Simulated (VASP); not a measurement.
# Si (Im-3m) in VASP: single point with PBE

Aim: the single point of Si with PBE.

Program: VASP 6.6.1. These are calculated values, not measurements. Logs are shortened: lines on timing, memory, paths and dates and some standing lists are left out, and cuts for length are marked.

**1. The cell of the first run**

Symmetry: Im-3m, No. 229, cubic system. The conventional cell has a = 3.079 Å, b = 3.079 Å, c = 3.079 Å, α = 90.00°, β = 90.00°, γ = 90.00°. Within 3.5 Å of Si (site symmetry m-3m) lie 14 Si at 2.67 to 3.08 Å.

**2. Single point, PBE**

File INCAR:

```
PREC     = Accurate       # precision mode
ENCUT    = 520            # plane-wave cutoff, eV
EDIFF    = 1E-6           # SCF threshold, eV
ISMEAR   = -1             # smearing method
SIGMA    = 0.13605693000000002 # smearing width, eV
LREAL    = False          # projectors in reciprocal space
LASPH    = True           # aspherical terms in the spheres
NELM     = 80             # most SCF steps
ALGO     = Normal         # electronic algorithm
ISIF     = 2              # what is computed and relaxed
LWAVE    = False          # write WAVECAR
LCHARG   = True           # write CHGCAR
GGA      = PE             # functional
LELF     = True           # ELF
LVHAR    = True         
NBANDS   = 8              # bands
```

File KPOINTS:

```
Automatic mesh
0
Gamma
  15 15 15
```

File POSCAR:

```
Si
1.0
   -1.5394356171      1.5394356171      1.5394356171
    1.5394356171     -1.5394356171      1.5394356171
    1.5394356171      1.5394356171     -1.5394356171
Si
1
Direct
    0.0000000000      0.0000000000      0.0000000000
```

Potentials or basis: VASP PAW PBE potentials, release 64 (Si).

Run with:

```sh
cat potpaw_PBE.64/Si/POTCAR > POTCAR
mpirun -np 1 vasp_std > vasp.out
```

OUTCAR:

```text
PREC = Accurate
   ENCUT = 520
   EDIFF = 1E-6
   ISMEAR = -1
   LREAL = False
   LASPH = True
   NELM = 80
   ISIF = 2
   GGA = PE

 ion  position               nearest neighbor table
   1  0.000  0.000  0.000-

  LATTYP: Found a body centered cubic cell.
 ALAT       =     3.0788712342

  Lattice vectors:

 A1 = (  -1.5394356171,   1.5394356171,   1.5394356171)
 A2 = (   1.5394356171,  -1.5394356171,   1.5394356171)
 A3 = (   1.5394356171,   1.5394356171,  -1.5394356171)

Analysis of symmetry for initial positions (statically):
=====================================================================
 Subroutine PRICEL returns:
 Original cell was already a primitive cell.

 Routine SETGRP: Setting up the symmetry group for a
 body centered cubic supercell.

 Subroutine GETGRP returns: Found 48 space group operations
 (whereof 48 operations were pure point group operations)
 out of a pool of 48 trial point group operations.

The static configuration has the point symmetry O_h .

Analysis of symmetry for dynamics (positions and initial velocities):
=====================================================================
 Subroutine PRICEL returns:
 Original cell was already a primitive cell.

 Routine SETGRP: Setting up the symmetry group for a
 body centered cubic supercell.

 Subroutine GETGRP returns: Found 48 space group operations
 (whereof 48 operations were pure point group operations)
 out of a pool of 48 trial point group operations.

The dynamic configuration has the point symmetry O_h .

 Subroutine INISYM returns: Found 48 space group operations
 (whereof 48 operations are pure point group operations),
 and found     1 'primitive' translations

----------------------------------------------------------------------------------------

                                     Primitive cell

  volume of cell :      14.5930

  direct lattice vectors                    reciprocal lattice vectors
    -1.539435617  1.539435617  1.539435617     0.000000000  0.324794356  0.324794356
     1.539435617 -1.539435617  1.539435617     0.324794356  0.000000000  0.324794356
     1.539435617  1.539435617 -1.539435617     0.324794356  0.324794356  0.000000000

  length of vectors
     2.666380704  2.666380704  2.666380704     0.459328583  0.459328583  0.459328583

  position of ions in fractional coordinates (direct lattice)
     0.000000000  0.000000000  0.000000000

  ion indices of the primitive-cell ions
   primitive index   ion index
                 1           1

----------------------------------------------------------------------------------------

 KPOINTS: Automatic mesh

Automatic generation of k-mesh.
 Grid dimensions read from file:
 generate k-points for:   15   15   15

 Generating k-lattice:

  Cartesian coordinates                     Fractional coordinates (reciprocal lattice)
     0.000000000  0.021652957  0.021652957     0.066666667  0.000000000  0.000000000
     0.021652957  0.000000000  0.021652957     0.000000000  0.066666667  0.000000000
     0.021652957  0.021652957  0.000000000     0.000000000  0.000000000  0.066666667

  Length of vectors
     0.030621906  0.030621906  0.030621906

  Shift w.r.t. Gamma in fractional coordinates (k-lattice)
     0.000000000  0.000000000  0.000000000

 Subroutine IBZKPT returns following result:
 ===========================================

 Found    120 irreducible k-points:

 Following reciprocal coordinates:
            Coordinates               Weight
  0.000000  0.000000  0.000000      1.000000
  0.066667  0.000000  0.000000     12.000000
  0.133333  0.000000  0.000000     12.000000
  0.200000  0.000000  0.000000     12.000000
  0.266667  0.000000  0.000000     12.000000
  0.333333  0.000000  0.000000     12.000000
[... 16 lines left out ...]
  0.333333  0.200000 -0.000000     48.000000
  0.400000  0.200000 -0.000000     24.000000
 [... further k-points ...]
   k-points           NKPTS =    120   k-points in BZ     NKDIM =    120   number of bands    NBANDS=      8
   number of dos      NEDOS =    301   number of ions     NIONS =      1
   total plane-waves  NPLWV =   8000
   dimension x,y,z NGX =    20 NGY =   20 NGZ =   20
   dimension x,y,z NGXF=    40 NGYF=   40 NGZF=   40
   ions per type =               1
   NGX,Y,Z   is equivalent  to a cutoff of  12.47, 12.47, 12.47 a.u.
   NGXF,Y,Z  is equivalent  to a cutoff of  24.94, 24.94, 24.94 a.u.
 SYSTEM =  unknown system
   PREC   = accura    normal or accurate (medium, high low for compatibility)
   ISTART =      0    job   : 0-new  1-cont  2-samecut
   ICHARG =      2    charge: 1-file 2-atom 10-const
   ISPIN  =      1    spin polarized calculation?
   LNONCOLLINEAR =      F non collinear calculations
   LSORBIT =      F    spin-orbit coupling
   LASPH  =      T    aspherical Exc in radial PAW
   ENCUT  =  520.0 eV  38.22 Ry    6.18 a.u.   4.96  4.96  4.96*2*pi/ulx,y,z
   NELM   =     80;   NELMIN=  2; NELMDL= -5     # of ELM steps
   EDIFF  = 0.1E-05   stopping-criterion for ELM
   LREAL  =      F    real-space projection
   EDIFFG = 0.1E-04   stopping-criterion for IOM
   NSW    =      0    number of steps for IOM
   IBRION =     -1    ionic relax: 0-MD 1-quasi-New 2-CG
   NFREE  =      0    steps in history (QN), initial steepest desc. (CG)
   ISIF   =      2    stress and relaxation
   ISYM   =      2    0-nonsym 1-usesym 2-fastsym
   POTIM  = 0.5000    time-step for ionic-motion
   TEBEG  =    0.0;   TEEND  =   0.0 temperature during run
   PSTRESS=    0.0 pullay stress
   NELECT =       4.0000    total number of electrons
   NUPDOWN=      -1.0000    fix difference up-down
   EMIN   =  10.00;   EMAX   =-10.00  energy-range for DOS
   EFERMI =   0.00;   METHOD = LEGACY
   ISMEAR =    -1;   SIGMA  =   0.14  broadening in eV -4-tet -1-fermi 0-gaus
   EFERMI_NEDOS =   21; number of points for ismear=-14 and -15
   IALGO  =     38    algorithm
   IMIX   =      4    mixing-type and parameters
     AMIX     =   0.40;   BMIX     =  1.00
     AMIX_MAG =   1.60;   BMIX_MAG =  1.00
  volume/ion in A,a.u.               =      14.59        98.48
  Fermi-wavevector in a.u.,A,eV,Ry     =   1.063441  2.009612 15.386914  1.130906
  Thomas-Fermi vector in A             =   2.198926
   LORBIT       =      0    0 simple, 1 ext, 2 COOP (PROOUT), +10 PAW based schemes
   GGA     = PE    functional components
   LHFCALC =     F    Hartree Fock is set to
   AEXX    =    0.0000 exact exchange contribution
   IVDW    =     0    specifies the selected vdW correction
   LEPSILON=     F    determine dielectric tensor
   LRPA    =     F    only Hartree local field effects (RPA)
 non-spin polarized calculation
  energy-cutoff  :      520.00
  volume of cell :       14.59
 maximum number of plane-waves:       406
   NGX =  9   NGY =  9   NGZ =  9

 number of electron       3.9999999 magnetization

 Free energy of the ion-electron system (eV)
  ---------------------------------------------------
  ext. energy  EPLUGINS =         0.00000000
  ---------------------------------------------------
  free energy    TOTEN  =        -4.92087351 eV

  energy without entropy =       -4.89554352  energy(sigma->0) =       -4.90820852

 E-fermi :   9.9109     XC(G=0): -11.1616

 val. band max:        9.8893840116   @ k =   0.4000   0.2000  -0.0000
 cond. band min:       9.9530584244   @ k =  -0.3333   0.3333   0.2000
 fundamental gap:      0.0636744128
 Fermi energy:         9.9108999743

 k-point     1 :       0.0000    0.0000    0.0000
  band No.  band energies     occupation
      1      -4.3063      2.00000
      2      21.3537      0.00000
      3      21.3537      0.00000
      4      21.3537      0.00000
      5      22.4831      0.00000
      6      22.4831      0.00000
      7      22.4831      0.00000
      8      26.1807      0.00000

 k-point     2 :       0.0667    0.0000    0.0000
  band No.  band energies     occupation
      1      -4.1700      2.00000
      2      19.7347      0.00000
      3      20.2129      0.00000
      4      21.1605      0.00000
      5      22.0357      0.00000
      6      23.2558      0.00000
      7      23.8520      0.00000
      8      25.2716      0.00000

 k-point     3 :       0.1333    0.0000    0.0000
  band No.  band energies     occupation
      1      -3.7616      2.00000
      2      17.1161      0.00000
      3      18.8724      0.00000
      4      20.6384      0.00000
      5      21.0570      0.00000
      6      23.0244      0.00000
      7      25.1942      0.00000
      8      25.8727      0.00000

 k-point     4 :       0.2000    0.0000    0.0000
  band No.  band energies     occupation
      1      -3.0828      2.00000
      2      14.2905      0.00000
      3      17.7350      0.00000
      4      19.9493      0.00000
      5      20.0000      0.00000
      6      22.0754      0.00000
      7      26.0634      0.00000
      8      26.2480      0.00000

 k-point     5 :       0.2667    0.0000    0.0000
  band No.  band energies     occupation
      1      -2.1363      2.00000
      2      11.5123      0.00002
      3      16.8219      0.00000
      4      19.0658      0.00000
      5      19.2647      0.00000
      6      21.2142      0.00000
      7      26.8754      0.00000
      8      27.1400      0.00000

 k-point     6 :       0.3333    0.0000    0.0000
  band No.  band energies     occupation
      1      -0.9259      2.00000
      2       8.8860      1.99893
      3      16.1368      0.00000
      4      18.3321      0.00000
      5      18.6933      0.00000
      6      20.5375      0.00000
      7      27.7792      0.00000
      8      28.3528      0.00000

 k-point     7 :       0.4000    0.0000    0.0000
  band No.  band energies     occupation
      1       0.5425      2.00000
      2       6.4592      2.00000
      3      15.6802      0.00000
      4      17.8315      0.00000
      5      18.2910      0.00000
      6      20.0731      0.00000
      7      28.8847      0.00000
      8      29.6239      0.00000
[... 133 lines left out ...]
 k-point    20 :       0.4000    0.1333    0.0000
  band No.  band energies     occupation
      1       2.6509      2.00000
      2       4.6544      2.00000
      3      12.2010      0.00000
      4      15.8680      0.00000
      5      20.3794      0.00000
      6      23.3246      0.00000
      7      28.0544      0.00000
      8      29.4933      0.00000

 k-point    21 :       0.2000    0.2000    0.0000
  band No.  band energies     occupation
      1      -0.6576      2.00000
      2      10.8413      0.00214
      3      11.1840      0.00017
      4      16.4657      0.00000
      5      22.1027      0.00000
      6      22.9823      0.00000
      7      27.3898      0.00000
      8      28.3139      0.00000

 k-point    22 :       0.2667    0.2000    0.0000
  band No.  band energies     occupation
      1       0.6769      2.00000
      2       8.4937      1.99994
      3      10.4001      0.05341
      4      15.8993      0.00000
      5      21.9550      0.00000
      6      23.6315      0.00000
      7      27.5211      0.00000
      8      29.4660      0.00000

 k-point    23 :       0.3333    0.2000   -0.0000
  band No.  band energies     occupation
      1       2.2639      2.00000
      2       6.1992      2.00000
      3      10.0165      0.63035
      4      15.5532      0.00000
      5      21.6909      0.00000
      6      24.5424      0.00000
      7      27.3548      0.00000
      8      29.4108      0.00000

 k-point    24 :       0.4000    0.2000   -0.0000
  band No.  band energies     occupation
      1       3.9274      2.00000
      2       4.2974      2.00000
      3       9.8894      1.07891
      4      15.4369      0.00000
      5      21.5924      0.00000
      6      25.0034      0.00000
      7      27.3234      0.00000
      8      28.9815      0.00000

 [... further k-points ...]
[... 5 lines left out ...]
  --------------------------------------------------------------------------------------
  -------------------------------------------------------------------------------------
  Total        0.0271725      0.0271725      0.0271725     -0.0000000     -0.0000000      0.0000000
  in kB        2.9832866      2.9832866      2.9832866     -0.0000000     -0.0000000      0.0000000
  external PRESSURE =       2.9832866 kB  Pullay stress =       0.0000000 kB

 VOLUME and BASIS-vectors are now :
 -----------------------------------------------------------------------------
  energy-cutoff  :      520.00
  volume of cell :       14.59
      direct lattice vectors                 reciprocal lattice vectors
    -1.539435617  1.539435617  1.539435617     0.000000000  0.324794356  0.324794356
     1.539435617 -1.539435617  1.539435617     0.324794356  0.000000000  0.324794356
     1.539435617  1.539435617 -1.539435617     0.324794356  0.324794356  0.000000000

 POSITION                                       TOTAL-FORCE (eV/Angst)
 -----------------------------------------------------------------------------------
      0.00000      0.00000      0.00000         0.000000      0.000000      0.000000
 -----------------------------------------------------------------------------------
    total drift:                               -0.000000      0.000000      0.000000

  FREE ENERGIE OF THE ION-ELECTRON SYSTEM (eV)
  ---------------------------------------------------
  free  energy   TOTEN  =        -4.9208735113 eV

  energy  without entropy=       -4.8955435207  energy(sigma->0) =       -4.90820852
```

Run time: 4.6 s. Hardware: 1 thread of AMD EPYC 9R45 (Zen 5), shared host; peak memory 0.09 GiB.

Results:

```yaml
Free_energy: -4.9209 eV
Pressure: 0.3 GPa
Band_gap_on_the_k_mesh: zero (band 2 reaches 21.35 eV, above the bottom of band 3 at 5.84 eV)
```

Levels at points of the mesh, in eV from the Fermi level:
| k point | band 1 | band 2 | band 3 | band 4 | band 5 | band 6 |
| --- | --- | --- | --- | --- | --- | --- |
| (0.00, 0.00, 0.00) | -14.22 | 11.44 | 11.44 | 11.44 | 12.57 | 12.57 |
